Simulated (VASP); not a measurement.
# Os (P6_3/mmc) in VASP: notebook

Aim: see how the results for Os move with the level of theory and the settings. Levels: SVWN5, LDA. Tasks: single point, relaxation of cell and atoms.

Program: VASP 6.6.1. These are calculated values, not measurements. Logs are shortened: lines on timing, memory, paths and dates and some standing lists are left out, and cuts for length are marked.

## 1. The cell of the first run

Symmetry: P6_3/mmc, No. 194, hexagonal system. The conventional cell has a = 2.715 Å, b = 2.715 Å, c = 4.290 Å, α = 90.00°, β = 90.00°, γ = 120.00°. Within 3.5 Å of Os (site symmetry -6m2) lie 12 Os at 2.66 to 2.71 Å.

## 2. Single point, SVWN5

File INCAR:

```
SYSTEM = Os
PREC     = Accurate       ! precision mode
ENCUT    = 520            ! plane-wave cutoff, eV
EDIFF    = 1E-6           ! SCF threshold, eV
ISMEAR   = -1             ! smearing method
SIGMA    = 0.05           ! smearing width, eV
LREAL    = .FALSE.        ! projectors in reciprocal space
LASPH    = .TRUE.         ! aspherical terms in the spheres
NELM     = 100            ! most SCF steps
ALGO     = Normal         ! electronic algorithm
ISIF     = 2              ! what is computed and relaxed
LWAVE    = .FALSE.        ! write WAVECAR
LCHARG   = .TRUE.         ! write CHGCAR
GGA      = VW             ! functional
LELF     = .TRUE.         ! ELF
LVHAR    = .TRUE.       
NBANDS   = 15             ! bands
```

File KPOINTS:

```
Automatic mesh
0
G
  11 11 6
  0 0 0
```

File POSCAR:

```
Os
1.0
    2.7149405366      0.0000000000      0.0000000000
   -1.3574702683      2.3512074744      0.0000000000
    0.0000000000      0.0000000000      4.2904380825
Os
2
Direct
    0.6666666667      0.3333333333      0.7500000000
    0.3333333333      0.6666666667      0.2500000000
```

Potentials or basis: VASP PAW PBE potentials, release 64 (Os).

On the command line:

```
$ cat potpaw_PBE.64/Os/POTCAR > POTCAR
$ mpirun -np 1 vasp_std > vasp.out
```

OUTCAR:

```text
SYSTEM = Os
   PREC = Accurate
   ENCUT = 520
   EDIFF = 1E-6
   ISMEAR = -1
   LREAL = .FALSE.
   LASPH = .TRUE.
   NELM = 100
   ISIF = 2
   GGA = VW

 ion  position               nearest neighbor table
   1  0.667  0.333  0.750-   2 2.66   2 2.66   2 2.66   2 2.66   2 2.66   2 2.66
   2  0.333  0.667  0.250-   1 2.66   1 2.66   1 2.66   1 2.66   1 2.66   1 2.66

  LATTYP: Found a hexagonal cell.
 ALAT       =     2.7149405366
 C/A-ratio  =     1.5803064652

  Lattice vectors:

 A1 = (   2.7149405366,   0.0000000000,   0.0000000000)
 A2 = (  -1.3574702683,   2.3512074744,   0.0000000000)
 A3 = (   0.0000000000,   0.0000000000,   4.2904380825)

Analysis of symmetry for initial positions (statically):
=====================================================================
 Subroutine PRICEL returns:
 Original cell was already a primitive cell.

 Routine SETGRP: Setting up the symmetry group for a
 hexagonal supercell.

 Subroutine GETGRP returns: Found 24 space group operations
 (whereof 12 operations were pure point group operations)
 out of a pool of 24 trial point group operations.

The static configuration has the point symmetry D_3d.
 The point group associated with its full space group is D_6h.

Analysis of symmetry for dynamics (positions and initial velocities):
=====================================================================
 Subroutine PRICEL returns:
 Original cell was already a primitive cell.

 Routine SETGRP: Setting up the symmetry group for a
 hexagonal supercell.

 Subroutine GETGRP returns: Found 24 space group operations
 (whereof 12 operations were pure point group operations)
 out of a pool of 24 trial point group operations.

The dynamic configuration has the point symmetry D_3d.
 The point group associated with its full space group is D_6h.

 Subroutine INISYM returns: Found 24 space group operations
 (whereof 12 operations are pure point group operations),
 and found     1 'primitive' translations

----------------------------------------------------------------------------------------

                                     Primitive cell

  volume of cell :      27.3875

  direct lattice vectors                    reciprocal lattice vectors
     2.714940537  0.000000000  0.000000000     0.368332192  0.212656690  0.000000000
    -1.357470268  2.351207474  0.000000000     0.000000000  0.425313381  0.000000000
     0.000000000  0.000000000  4.290438082     0.000000000  0.000000000  0.233076432

  length of vectors
     2.714940537  2.714940537  4.290438082     0.425313381  0.425313381  0.233076432

  position of ions in fractional coordinates (direct lattice)
     0.666666667  0.333333333  0.750000000
     0.333333333  0.666666667  0.250000000

  ion indices of the primitive-cell ions
   primitive index   ion index
                 1           1
                 2           2

----------------------------------------------------------------------------------------

 KPOINTS: Automatic mesh

Automatic generation of k-mesh.
 Grid dimensions read from file:
 generate k-points for:   11   11    6

 Generating k-lattice:

  Cartesian coordinates                     Fractional coordinates (reciprocal lattice)
     0.033484745  0.019332426  0.000000000     0.090909091  0.000000000  0.000000000
     0.000000000  0.038664853  0.000000000     0.000000000  0.090909091  0.000000000
     0.000000000  0.000000000  0.038846072     0.000000000  0.000000000  0.166666667

  Length of vectors
     0.038664853  0.038664853  0.038846072

  Shift w.r.t. Gamma in fractional coordinates (k-lattice)
     0.000000000  0.000000000  0.000000000

 Subroutine IBZKPT returns following result:
 ===========================================

 Found     64 irreducible k-points:

 Following reciprocal coordinates:
            Coordinates               Weight
  0.000000  0.000000  0.000000      1.000000
  0.090909  0.000000  0.000000      6.000000
  0.181818 -0.000000  0.000000      6.000000
  0.272727  0.000000  0.000000      6.000000
  0.363636  0.000000  0.000000      6.000000
  0.454545  0.000000  0.000000      6.000000
[... 16 lines left out ...]
  0.090909  0.090909  0.166667     12.000000
  0.181818  0.090909  0.166667     24.000000
 [... further k-points ...]
   k-points           NKPTS =     64   k-points in BZ     NKDIM =     64   number of bands    NBANDS=     15
   number of dos      NEDOS =    301   number of ions     NIONS =      2
   total plane-waves  NPLWV =  12800
   dimension x,y,z NGX =    20 NGY =   20 NGZ =   32
   dimension x,y,z NGXF=    40 NGYF=   40 NGZF=   64
   ions per type =               2
   NGX,Y,Z   is equivalent  to a cutoff of  12.25, 12.25, 12.40 a.u.
   NGXF,Y,Z  is equivalent  to a cutoff of  24.49, 24.49, 24.80 a.u.
 SYSTEM =  Os
   PREC   = accura    normal or accurate (medium, high low for compatibility)
   ISTART =      0    job   : 0-new  1-cont  2-samecut
   ICHARG =      2    charge: 1-file 2-atom 10-const
   ISPIN  =      1    spin polarized calculation?
   LNONCOLLINEAR =      F non collinear calculations
   LSORBIT =      F    spin-orbit coupling
   LASPH  =      T    aspherical Exc in radial PAW
   ENCUT  =  520.0 eV  38.22 Ry    6.18 a.u.   5.05  5.05  7.98*2*pi/ulx,y,z
   NELM   =    100;   NELMIN=  2; NELMDL= -5     # of ELM steps
   EDIFF  = 0.1E-05   stopping-criterion for ELM
   LREAL  =      F    real-space projection
   EDIFFG = 0.1E-04   stopping-criterion for IOM
   NSW    =      0    number of steps for IOM
   IBRION =     -1    ionic relax: 0-MD 1-quasi-New 2-CG
   NFREE  =      0    steps in history (QN), initial steepest desc. (CG)
   ISIF   =      2    stress and relaxation
   ISYM   =      2    0-nonsym 1-usesym 2-fastsym
   POTIM  = 0.5000    time-step for ionic-motion
   TEBEG  =    0.0;   TEEND  =   0.0 temperature during run
   PSTRESS=    0.0 pullay stress
   NELECT =      16.0000    total number of electrons
   NUPDOWN=      -1.0000    fix difference up-down
   EMIN   =  10.00;   EMAX   =-10.00  energy-range for DOS
   EFERMI =   0.00;   METHOD = LEGACY
   ISMEAR =    -1;   SIGMA  =   0.05  broadening in eV -4-tet -1-fermi 0-gaus
   EFERMI_NEDOS =   21; number of points for ismear=-14 and -15
   IALGO  =     38    algorithm
   IMIX   =      4    mixing-type and parameters
     AMIX     =   0.40;   BMIX     =  1.00
     AMIX_MAG =   1.60;   BMIX_MAG =  1.00
  volume/ion in A,a.u.               =      13.69        92.41
  Fermi-wavevector in a.u.,A,eV,Ry     =   1.368560  2.586203 25.483121  1.872957
  Thomas-Fermi vector in A             =   2.494513
   LORBIT       =      0    0 simple, 1 ext, 2 COOP (PROOUT), +10 PAW based schemes
   GGA     = VW    functional components
   LHFCALC =     F    Hartree Fock is set to
   AEXX    =    0.0000 exact exchange contribution
   IVDW    =     0    specifies the selected vdW correction
   LEPSILON=     F    determine dielectric tensor
   LRPA    =     F    only Hartree local field effects (RPA)
 non-spin polarized calculation
  energy-cutoff  :      520.00
  volume of cell :       27.39
 maximum number of plane-waves:       752
   NGX = 11   NGY = 11   NGZ = 15

 number of electron      15.9999998 magnetization

 Free energy of the ion-electron system (eV)
  ---------------------------------------------------
  ext. energy  EPLUGINS =         0.00000000
  ---------------------------------------------------
  free energy    TOTEN  =       -25.49944114 eV

  energy without entropy =      -25.48668799  energy(sigma->0) =      -25.49306457

 E-fermi :   9.3958     XC(G=0): -14.3010

 val. band max:        9.3749507264   @ k =   0.3636   0.0000   0.3333
 cond. band min:       9.4607935045   @ k =   0.3636   0.0909   0.3333
 fundamental gap:      0.0858427781
 Fermi energy:         9.3957525116

 k-point     1 :       0.0000    0.0000    0.0000
  band No.  band energies     occupation
      1      -1.7112      2.00000
      2       1.4311      2.00000
      3       6.2802      2.00000
      4       6.2802      2.00000
      5       6.5329      2.00000
      6       7.1526      2.00000
      7       7.1526      2.00000
      8       7.8291      2.00000
      9       7.8291      2.00000
     10       9.5223      0.14734
     11      11.1909      0.00000
     12      11.1909      0.00000
     13      18.7152      0.00000
     14      23.6306      0.00000
     15      26.3849      0.00000

 k-point     2 :       0.0909    0.0000    0.0000
  band No.  band energies     occupation
      1      -1.3703      2.00000
      2       1.7321      2.00000
      3       5.7097      2.00000
      4       6.5842      2.00000
      5       6.9108      2.00000
      6       7.0679      2.00000
      7       7.3439      2.00000
      8       7.4366      2.00000
      9       7.5906      2.00000
     10       8.4103      2.00000
     11      11.3563      0.00000
     12      12.8763      0.00000
     13      18.6860      0.00000
     14      24.3302      0.00000
     15      26.8195      0.00000

 k-point     3 :       0.1818   -0.0000    0.0000
  band No.  band energies     occupation
      1      -0.4305      2.00000
      2       2.4342      2.00000
      3       5.0519      2.00000
      4       5.8406      2.00000
      5       6.4822      2.00000
      6       7.0539      2.00000
      7       7.4639      2.00000
      8       7.7752      2.00000
      9       7.8310      2.00000
     10       8.2518      2.00000
     11      11.6921      0.00000
     12      15.3273      0.00000
     13      18.4983      0.00000
     14      25.4975      0.00000
     15      27.0491      0.00000
[... 343 lines left out ...]
 k-point    23 :       0.0909    0.0909    0.1667
  band No.  band energies     occupation
      1      -0.4099      2.00000
      2       2.3516      2.00000
      3       5.1964      2.00000
      4       5.6155      2.00000
      5       6.3905      2.00000
      6       6.7607      2.00000
      7       7.2591      2.00000
      8       7.6055      2.00000
      9       8.3487      2.00000
     10       8.4065      2.00000
     11      11.4841      0.00000
     12      13.5917      0.00000
     13      20.2224      0.00000
     14      24.9357      0.00000
     15      27.0654      0.00000

 k-point    24 :       0.1818    0.0909    0.1667
  band No.  band energies     occupation
      1       0.6444      2.00000
      2       3.0841      2.00000
      3       4.5348      2.00000
      4       4.7525      2.00000
      5       6.0290      2.00000
      6       6.6702      2.00000
      7       7.2783      2.00000
      8       8.2438      2.00000
      9       8.8794      1.99993
     10       9.2690      1.85310
     11      11.6504      0.00000
     12      15.1566      0.00000
     13      20.1961      0.00000
     14      24.8922      0.00000
     15      25.9541      0.00000

 [... further k-points ...]

------------------------ aborting loop because EDIFF is reached ----------------------------------------

  FORCE on cell =-STRESS in cart. coord.  units (eV):
  Direction    XX          YY          ZZ          XY          YZ          ZX
  --------------------------------------------------------------------------------------
  -------------------------------------------------------------------------------------
  Total        0.2156517      0.2156517      0.2025555     -0.0000000     -0.0000000      0.0000000
  in kB       12.6156755     12.6156755     11.8495476     -0.0000000     -0.0000000      0.0000000
  external PRESSURE =      12.3602995 kB  Pullay stress =       0.0000000 kB

 VOLUME and BASIS-vectors are now :
 -----------------------------------------------------------------------------
  energy-cutoff  :      520.00
  volume of cell :       27.39
      direct lattice vectors                 reciprocal lattice vectors
     2.714940537  0.000000000  0.000000000     0.368332192  0.212656690  0.000000000
    -1.357470268  2.351207474  0.000000000     0.000000000  0.425313381  0.000000000
     0.000000000  0.000000000  4.290438082     0.000000000  0.000000000  0.233076432

 POSITION                                       TOTAL-FORCE (eV/Angst)
 -----------------------------------------------------------------------------------
      1.35747      0.78374      3.21783         0.000000     -0.000000      0.000000
     -0.00000      1.56747      1.07261        -0.000000      0.000000      0.000000
 -----------------------------------------------------------------------------------
    total drift:                               -0.000000      0.000000     -0.000000

  FREE ENERGIE OF THE ION-ELECTRON SYSTEM (eV)
  ---------------------------------------------------
  free  energy   TOTEN  =       -25.4994411406 eV

  energy  without entropy=      -25.4866879941  energy(sigma->0) =      -25.49306457
```

It took 23 s on 1 thread of AMD EPYC 7R43 (Zen 3), shared host; peak memory 0.1 GiB.

What came out:

```yaml
Free_energy: -25.4994 eV
Pressure: 1.2 GPa
Band_gap_on_the_k_mesh: zero (bands 8 and 9 overlap by 4.03 eV)
```

Caveat: the PAW data sets were made with another functional, which shifts forces and pressure a little; spin-orbit coupling is left out, which moves the levels of the heavy elements.

## 3. Relaxation of cell and atoms, SVWN5

This run uses another cell than the first one, of 13.98 Å³/atom.

File INCAR:

```
SYSTEM = Os
PREC     = Accurate       ! precision mode
ENCUT    = 600            ! plane-wave cutoff, eV
EDIFF    = 1E-7           ! SCF threshold, eV
ISMEAR   = -1             ! smearing method
SIGMA    = 0.05           ! smearing width, eV
LREAL    = .False.        ! projectors in reciprocal space
LASPH    = .True.         ! aspherical terms in the spheres
NELM     = 100            ! most SCF steps
ALGO     = Normal         ! electronic algorithm
ISIF     = 3              ! what is computed and relaxed
LWAVE    = .False.        ! write WAVECAR
LCHARG   = .False.        ! write CHGCAR
GGA      = VW             ! functional
IBRION   = 2              ! ionic algorithm
NSW      = 60             ! ionic steps
EDIFFG   = -0.01          ! ionic threshold
```

File KPOINTS:

```
regular mesh
0
Gamma
  11 11 6
  0 0 0
```

File POSCAR:

```
Os
1.0
    2.7341000000      0.0000000000      0.0000000000
   -1.3670500000      2.3678000565      0.0000000000
    0.0000000000      0.0000000000      4.3197000000
Os
2
Direct
    0.6666666667      0.3333333333      0.7500000000
    0.3333333333      0.6666666667      0.2500000000
```

Potentials or basis: VASP PAW PBE potentials, release 64 (Os).

On the command line:

```
$ cat potpaw_PBE.64/Os/POTCAR > POTCAR
$ mpirun -np 1 vasp_std > vasp.out
```

Wall time 1.8 min (1 thread of AMD EPYC 7R43 (Zen 3), shared host); peak memory 0.15 GiB.

The run converged. Its results:

| Property | Result |
| --- | --- |
| Free energy | -25.4998 eV |
| Relaxed volume | 13.74 Å³/atom |
| Relaxed cell | a = 2.718 Å, b = 2.718 Å, c = 4.294 Å, α = 90.00°, β = 90.00°, γ = 120.00° |
| Space group after relaxing (to 0.1 Å) | P6_3/mmc (No. 194) |
| Energy gained by relaxing | 6.2 meV/atom |
| Ionic steps | 7 |
| Pressure after relaxing | 0.0 GPa |
| Band gap on the k mesh | zero (bands 8 and 9 overlap by 4.01 eV) |

Stress tensor (GPa, compression positive):
```
-0.07  0.00  0.00
 0.00 -0.07  0.00
 0.00  0.00  0.02
```

Step by step:
| step | energy change (eV) | largest force (eV/Å) | pressure (GPa) | volume (Å³) |
| --- | --- | --- | --- | --- |
| 1 | 0.0000 | 0.0000 | -7.89 | 27.96 |
| 2 | 0.2868 | 0.0000 | 47.15 | 25.27 |
| 3 | -0.0124 | 0.0000 | -0.34 | 27.49 |
| 4 | -0.0124 | 0.0000 | -0.04 | 27.47 |
| 5 | -0.0124 | 0.0000 | 0.12 | 27.46 |
| 6 | -0.0124 | 0.0000 | -0.49 | 27.50 |
| 7 | -0.0124 | 0.0000 | -0.04 | 27.47 |

Final structure:
```
CELL_PARAMETERS angstrom
2.71809 0.00000 0.00000
-1.35905 2.35394 0.00000
0.00000 0.00000 4.29362
ATOMIC_POSITIONS crystal
Os 0.66667 0.33333 0.75000
Os 0.33333 0.66667 0.25000
```

Levels at points of the mesh, in eV from the Fermi level:
```tsv
k point	band 5	band 6	band 7	band 8	band 9	band 10	band 11	band 12
(0.00, 0.00, 0.00)	-2.84	-2.23	-2.23	-1.56	-1.56	0.13	1.79	1.79
(0.00, 0.00, 0.50)	-3.30	-3.30	-3.30	-3.30	0.97	0.97	0.97	0.97
```

Caveat: the PAW data sets were made with another functional, which shifts forces and pressure a little; spin-orbit coupling is left out, which moves the levels of the heavy elements.

## 4. Single point, LDA, non-collinear spin, zero start, spin-orbit coupling

This run uses another cell than the first one, of 13.98 Å³/atom.

File INCAR:

```
ALGO = Normal
EDIFF = 1E-7
ENCUT = 520
GGA_COMPAT = F
ISIF = 2
ISMEAR = -1
LASPH = T
LCHARG = T
LMAXMIX = 4
LORBIT = 11
LORBMOM = T
LREAL = F
LSORBIT = T
LVHAR = T
LWAVE = F
MAGMOM = 0 0 0 0 0 0
NBANDS = 28
NELM = 150
PREC = Accurate
SIGMA = 0.05
```

File KPOINTS:

```
k-points
0
Gamma
  11 11 6
```

POSCAR is that of step 3.

Potentials or basis: VASP PAW LDA potentials, release 64 (Os).

On the command line:

```
$ cat potpaw_LDA.64/Os/POTCAR > POTCAR
$ mpirun -np 1 vasp_ncl > vasp.out
```

Run time: 100 s. Hardware: 1 thread of AMD EPYC 7R43 (Zen 3), shared host; peak memory 0.17 GiB.

The run converged. Its results:

| Quantity | Value |
| --- | --- |
| Free energy | -25.9431 eV |
| Pressure | -7.6 GPa |
| Net moment | 0.00 μB per cell |
| Valence electrons inside the program's atomic spheres | Os 7.65 |

Stress tensor (GPa, compression positive):
```
-7.27  0.00  0.00
 0.00 -7.27  0.00
 0.00  0.00 -8.29
```

Moments on the atoms (μB; x, y, z):
```
Os  0.00 0.00 0.00
Os  0.00 0.00 0.00
```

Caveat: the cell stands under tension.

## 5. Summary

```csv
task,level,potentials or basis,spin,cell,cutoff (eV),gap on the mesh (eV),pressure (GPa)
single point,SVWN5,"VASP PAW PBE potentials, release 64 (Os)",off,"a = 2.715, b = 2.715, c = 4.290 Å, angles 90.0, 90.0, 120.0°, 2 atoms",520,none,1.2
relaxation of cell and atoms,SVWN5,"VASP PAW PBE potentials, release 64 (Os)",off,"relaxed from a = 2.734, b = 2.734, c = 4.320 Å, angles 90.0, 90.0, 120.0°, 2 atoms",600,none,0.0
single point,LDA,"VASP PAW LDA potentials, release 64 (Os)","non-collinear, zero start, SOC","a = 2.734, b = 2.734, c = 4.320 Å, angles 90.0, 90.0, 120.0°, 2 atoms",520,-,-7.6
```

Alike in all rows: k mesh 11 × 11 × 6; smearing fermi-dirac 0.05 eV.

Caveats: the PAW data sets were made with another functional, which shifts forces and pressure a little (at least some runs); spin-orbit coupling is left out, which moves the levels of the heavy elements (at least some runs); the cell stands under tension (at least some runs).

Absolute energies hang on the potentials; compare differences alone.

The gap in the log of VASP goes by the Fermi energy; the results here count the filled bands.